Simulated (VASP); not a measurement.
# Zn2P (I4/mmm) in VASP: further runs

Zn2P is run at these levels: PBE; tasks: single point.

All numbers are computed with VASP 6.6.1; they aren't measurements. Logs are shortened: lines on timing, memory, paths and dates and some standing lists are left out, and cuts for length are marked.

## Step 1: The cell of the first run

Symmetry: I4/mmm, No. 139, tetragonal system. The conventional cell has a = 3.539 Å, b = 3.539 Å, c = 7.626 Å, α = 90.00°, β = 90.00°, γ = 90.00°. Zn (site symmetry 4mm) has 5 Zn at 2.48 to 2.84 Å and 5 P at 2.57 to 2.79 Å within 3.3 Å. P (site symmetry 4/mmm) has 10 Zn at 2.57 to 2.79 Å within 3.4 Å.

## Step 2: Single point, PBE

File INCAR:

```
  ALGO = Normal
  EDIFF = 1E-7
  ENCUT = 520
  GGA = PE
  ISIF = 2
  ISMEAR = 0
  LASPH = T
  LCHARG = F
  LREAL = F
  LWAVE = F
  NBANDS = 22
  NELM = 100
  PREC = Accurate
  SIGMA = 0.1
```

File KPOINTS:

```
k-points
0
Gamma
  18 18 18
```

File POSCAR:

```
Zn2P
1.0
   -1.7694664204      1.7694664204      3.8130439696
    1.7694664204     -1.7694664204      3.8130439696
    1.7694664204      1.7694664204     -3.8130439696
Zn P
2 1
Direct
    0.6624244874      0.6624244874      0.0000000000
    0.3375755126      0.3375755126      0.0000000000
    0.0000000000      0.0000000000      0.0000000000
```

Potentials or basis: VASP PAW PBE potentials, release 64 (Zn, P).

The run is started by

```
> cat potpaw_PBE.64/Zn/POTCAR potpaw_PBE.64/P/POTCAR > POTCAR
> mpirun -np 1 vasp_std > vasp.out
```

OUTCAR:

```text
EDIFF = 1E-7
   ENCUT = 520
   GGA = PE
   ISIF = 2
   ISMEAR = 0
   LASPH = T
   LREAL = F
   NELM = 100
   PREC = Accurate

 ion  position               nearest neighbor table
   1  0.662  0.662  0.000-   2 2.48   3 2.57   3 2.79   3 2.79   3 2.79   3 2.79   2 2.84   2 2.84
                             2 2.84   2 2.84
   2  0.338  0.338  0.000-   1 2.48   3 2.57   3 2.79   3 2.79   3 2.79   3 2.79   1 2.84   1 2.84
                             1 2.84   1 2.84
   3  0.000  0.000  0.000-   1 2.57   2 2.57   1 2.79   2 2.79   1 2.79   1 2.79   1 2.79   2 2.79
                             2 2.79   2 2.79

  LATTYP: Found a body centered tetragonal cell.
 ALAT       =     3.5389328408
 C/A-ratio  =     2.1549117438

  Lattice vectors:

 A1 = (  -1.7694664204,   1.7694664204,   3.8130439696)
 A2 = (   1.7694664204,  -1.7694664204,   3.8130439696)
 A3 = (   1.7694664204,   1.7694664204,  -3.8130439696)

Analysis of symmetry for initial positions (statically):
=====================================================================
 Subroutine PRICEL returns:
 Original cell was already a primitive cell.

 Routine SETGRP: Setting up the symmetry group for a
 body centered tetragonal supercell.

 Subroutine GETGRP returns: Found 16 space group operations
 (whereof 16 operations were pure point group operations)
 out of a pool of 16 trial point group operations.

The static configuration has the point symmetry D_4h.

Analysis of symmetry for dynamics (positions and initial velocities):
=====================================================================
 Subroutine PRICEL returns:
 Original cell was already a primitive cell.

 Routine SETGRP: Setting up the symmetry group for a
 body centered tetragonal supercell.

 Subroutine GETGRP returns: Found 16 space group operations
 (whereof 16 operations were pure point group operations)
 out of a pool of 16 trial point group operations.

The dynamic configuration has the point symmetry D_4h.

 Subroutine INISYM returns: Found 16 space group operations
 (whereof 16 operations are pure point group operations),
 and found     1 'primitive' translations

----------------------------------------------------------------------------------------

                                     Primitive cell

  volume of cell :      47.7547

  direct lattice vectors                    reciprocal lattice vectors
    -1.769466420  1.769466420  3.813043970     0.000000000  0.282571059  0.131128831
     1.769466420 -1.769466420  3.813043970     0.282571059  0.000000000  0.131128831
     1.769466420  1.769466420 -3.813043970     0.282571059  0.282571059  0.000000000

  length of vectors
     4.560847195  4.560847195  4.560847195     0.311514323  0.311514323  0.399615824

  position of ions in fractional coordinates (direct lattice)
     0.662424487  0.662424487  0.000000000
     0.337575513  0.337575513  0.000000000
     0.000000000  0.000000000  0.000000000

  ion indices of the primitive-cell ions
   primitive index   ion index
                 1           1
                 2           2
                 3           3

----------------------------------------------------------------------------------------

 KPOINTS: k-points

Automatic generation of k-mesh.
 Grid dimensions read from file:
 generate k-points for:   18   18   18

 Generating k-lattice:

  Cartesian coordinates                     Fractional coordinates (reciprocal lattice)
     0.000000000  0.015698392  0.007284935     0.055555556  0.000000000 -0.000000000
     0.015698392  0.000000000  0.007284935     0.000000000  0.055555556 -0.000000000
     0.015698392  0.015698392  0.000000000     0.000000000  0.000000000  0.055555556

  Length of vectors
     0.017306351  0.017306351  0.022200879

  Shift w.r.t. Gamma in fractional coordinates (k-lattice)
     0.000000000  0.000000000  0.000000000

 Subroutine IBZKPT returns following result:
 ===========================================

 Found    480 irreducible k-points:

 Following reciprocal coordinates:
            Coordinates               Weight
  0.000000  0.000000  0.000000      1.000000
  0.055556 -0.000000  0.000000      8.000000
  0.111111 -0.000000  0.000000      8.000000
  0.166667 -0.000000  0.000000      8.000000
  0.222222 -0.000000  0.000000      8.000000
  0.277778 -0.000000  0.000000      8.000000
[... 16 lines left out ...]
 -0.277778  0.055556 -0.000000     16.000000
 -0.222222  0.055556  0.000000     16.000000
 [... further k-points ...]
   k-points           NKPTS =    480   k-points in BZ     NKDIM =    480   number of bands    NBANDS=     22
   number of dos      NEDOS =    301   number of ions     NIONS =      3
   total plane-waves  NPLWV =  46656
   dimension x,y,z NGX =    36 NGY =   36 NGZ =   36
   dimension x,y,z NGXF=    72 NGYF=   72 NGZF=   72
   ions per type =               2   1
   NGX,Y,Z   is equivalent  to a cutoff of  13.12, 13.12, 13.12 a.u.
   NGXF,Y,Z  is equivalent  to a cutoff of  26.24, 26.24, 26.24 a.u.
 SYSTEM =  unknown system
   PREC   = accura    normal or accurate (medium, high low for compatibility)
   ISTART =      0    job   : 0-new  1-cont  2-samecut
   ICHARG =      2    charge: 1-file 2-atom 10-const
   ISPIN  =      1    spin polarized calculation?
   LNONCOLLINEAR =      F non collinear calculations
   LSORBIT =      F    spin-orbit coupling
   LASPH  =      T    aspherical Exc in radial PAW
   ENCUT  =  520.0 eV  38.22 Ry    6.18 a.u.   8.48  8.48  8.48*2*pi/ulx,y,z
   NELM   =    100;   NELMIN=  2; NELMDL= -5     # of ELM steps
   EDIFF  = 0.1E-06   stopping-criterion for ELM
   LREAL  =      F    real-space projection
   EDIFFG = 0.1E-05   stopping-criterion for IOM
   NSW    =      0    number of steps for IOM
   IBRION =     -1    ionic relax: 0-MD 1-quasi-New 2-CG
   NFREE  =      0    steps in history (QN), initial steepest desc. (CG)
   ISIF   =      2    stress and relaxation
   ISYM   =      2    0-nonsym 1-usesym 2-fastsym
   POTIM  = 0.5000    time-step for ionic-motion
   TEBEG  =    0.0;   TEEND  =   0.0 temperature during run
   PSTRESS=    0.0 pullay stress
   NELECT =      29.0000    total number of electrons
   NUPDOWN=      -1.0000    fix difference up-down
   EMIN   =  10.00;   EMAX   =-10.00  energy-range for DOS
   EFERMI =   0.00;   METHOD = LEGACY
   ISMEAR =     0;   SIGMA  =   0.10  broadening in eV -4-tet -1-fermi 0-gaus
   EFERMI_NEDOS =   21; number of points for ismear=-14 and -15
   IALGO  =     38    algorithm
   IMIX   =      4    mixing-type and parameters
     AMIX     =   0.40;   BMIX     =  1.00
     AMIX_MAG =   1.60;   BMIX_MAG =  1.00
  volume/ion in A,a.u.               =      15.92       107.42
  Fermi-wavevector in a.u.,A,eV,Ry     =   1.386337  2.619796 26.149433  1.921929
  Thomas-Fermi vector in A             =   2.510662
   LORBIT       =      0    0 simple, 1 ext, 2 COOP (PROOUT), +10 PAW based schemes
   GGA     = PE    functional components
   LHFCALC =     F    Hartree Fock is set to
   AEXX    =    0.0000 exact exchange contribution
   IVDW    =     0    specifies the selected vdW correction
   LEPSILON=     F    determine dielectric tensor
   LRPA    =     F    only Hartree local field effects (RPA)
 non-spin polarized calculation
 Gauss-broadening in eV      SIGMA  =   0.10
  energy-cutoff  :      520.00
  volume of cell :       47.75
 maximum number of plane-waves:      1323
 NGX is ok and might be reduce to    36
   NGX = 17   NGY = 17   NGZ = 17

 number of electron      29.0000001 magnetization

 Free energy of the ion-electron system (eV)
  ---------------------------------------------------
  ext. energy  EPLUGINS =         0.00000000
  ---------------------------------------------------
  free energy    TOTEN  =        -6.91125369 eV

  energy without entropy =       -6.90474505  energy(sigma->0) =       -6.90799937

 E-fermi :   4.6146     XC(G=0): -11.1855

 val. band max:        4.6103548959   @ k =  -0.3889  -0.3889   0.0556
 cond. band min:       4.6191325439   @ k =  -0.3333   0.0556   0.0000
 fundamental gap:      0.0087776481
 Fermi energy:         4.6145849656

 k-point     1 :       0.0000    0.0000    0.0000
  band No.  band energies     occupation
      1      -8.1201      2.00000
      2      -3.1521      2.00000
      3      -3.0670      2.00000
      4      -3.0248      2.00000
      5      -2.9531      2.00000
      6      -2.9524      2.00000
[... 14 lines left out ...]
     21      12.9462      0.00000
     22      15.8044      0.00000

 k-point     2 :       0.0556   -0.0000    0.0000
  band No.  band energies     occupation
      1      -8.0835      2.00000
      2      -3.1653      2.00000
      3      -3.0585      2.00000
      4      -3.0225      2.00000
      5      -3.0070      2.00000
      6      -2.9594      2.00000
[... 14 lines left out ...]
     21      13.1991      0.00000
     22      14.9567      0.00000

 k-point     3 :       0.1111   -0.0000    0.0000
  band No.  band energies     occupation
      1      -7.9749      2.00000
      2      -3.1917      2.00000
      3      -3.0748      2.00000
      4      -3.0555      2.00000
      5      -3.0164      2.00000
      6      -2.9448      2.00000
[... 14 lines left out ...]
     21      13.9157      0.00000
     22      13.9319      0.00000
[... 476 lines left out ...]
 k-point    23 :      -0.2778    0.0556   -0.0000
  band No.  band energies     occupation
      1      -7.2902      2.00000
      2      -3.3113      2.00000
      3      -3.2093      2.00000
      4      -3.1458      2.00000
      5      -2.9826      2.00000
      6      -2.8636      2.00000
[... 14 lines left out ...]
     21      12.2691      0.00000
     22      14.6364      0.00000

 k-point    24 :      -0.2222    0.0556    0.0000
  band No.  band energies     occupation
      1      -7.5705      2.00000
      2      -3.2248      2.00000
      3      -3.1890      2.00000
      4      -3.1234      2.00000
      5      -2.9895      2.00000
      6      -2.8677      2.00000
[... 14 lines left out ...]
     21      12.1068      0.00000
     22      14.5109      0.00000

 [... further k-points ...]

------------------------ aborting loop because EDIFF is reached ----------------------------------------

  FORCE on cell =-STRESS in cart. coord.  units (eV):
  Direction    XX          YY          ZZ          XY          YZ          ZX
  --------------------------------------------------------------------------------------
  -------------------------------------------------------------------------------------
  Total        0.0442744      0.0442744      0.1030299      0.0000000     -0.0000000      0.0000000
  in kB        1.4854101      1.4854101      3.4566664      0.0000000     -0.0000000      0.0000000
  external PRESSURE =       2.1424955 kB  Pullay stress =       0.0000000 kB

 VOLUME and BASIS-vectors are now :
 -----------------------------------------------------------------------------
  energy-cutoff  :      520.00
  volume of cell :       47.75
      direct lattice vectors                 reciprocal lattice vectors
    -1.769466420  1.769466420  3.813043970     0.000000000  0.282571059  0.131128831
     1.769466420 -1.769466420  3.813043970     0.282571059  0.000000000  0.131128831
     1.769466420  1.769466420 -3.813043970     0.282571059  0.282571059  0.000000000

 POSITION                                       TOTAL-FORCE (eV/Angst)
 -----------------------------------------------------------------------------------
      0.00000      0.00000      5.05171        -0.000000     -0.000000      0.016136
      0.00000      0.00000      2.57438        -0.000000     -0.000000     -0.016136
      0.00000      0.00000      0.00000         0.000000      0.000000      0.000000
 -----------------------------------------------------------------------------------
    total drift:                               -0.000000     -0.000000      0.000000

  FREE ENERGIE OF THE ION-ELECTRON SYSTEM (eV)
  ---------------------------------------------------
  free  energy   TOTEN  =        -6.9112536878 eV

  energy  without entropy=       -6.9047450506  energy(sigma->0) =       -6.90799937
```

It took 8.1 min on 1 thread of AMD EPYC 9R45 (Zen 5), shared host; peak memory 0.52 GiB.

What came out:

```yaml
Free_energy: -6.9113 eV
Pressure: 0.2 GPa
Largest_force: 0.016 eV/Å
Band_gap_on_the_k_mesh: zero (an odd number of electrons rules out a gap without spin polarisation)
```

Forces in eV/Å, atoms in the order of the input:
```
Zn   0.000  0.000  0.016
Zn   0.000  0.000 -0.016
P    0.000  0.000  0.000
```

Levels at points of the mesh, in eV from the Fermi level:
```
           k point  band 10  band 11  band 12  band 13  band 14  band 15  band 16  band 17  band 18  band 19
(0.00, 0.00, 0.00)    -7.26    -7.02    -2.34    -1.90    -0.20    -0.20     1.04     3.71     3.71     4.40
(0.50, 0.00, 0.00)    -7.03    -6.99    -6.41    -3.88    -1.69     0.44     4.38     4.50     4.51     5.78
(0.50, 0.50, 0.00)    -7.09    -6.66    -5.21    -3.23    -2.93    -2.92    -0.77     3.85     4.02     5.30
(0.50, 0.50, 0.50)    -7.07    -7.07    -6.88    -1.64    -1.64    -0.35     4.48     5.02     8.06     8.06
```

(Part 1 of 2 ends here.)
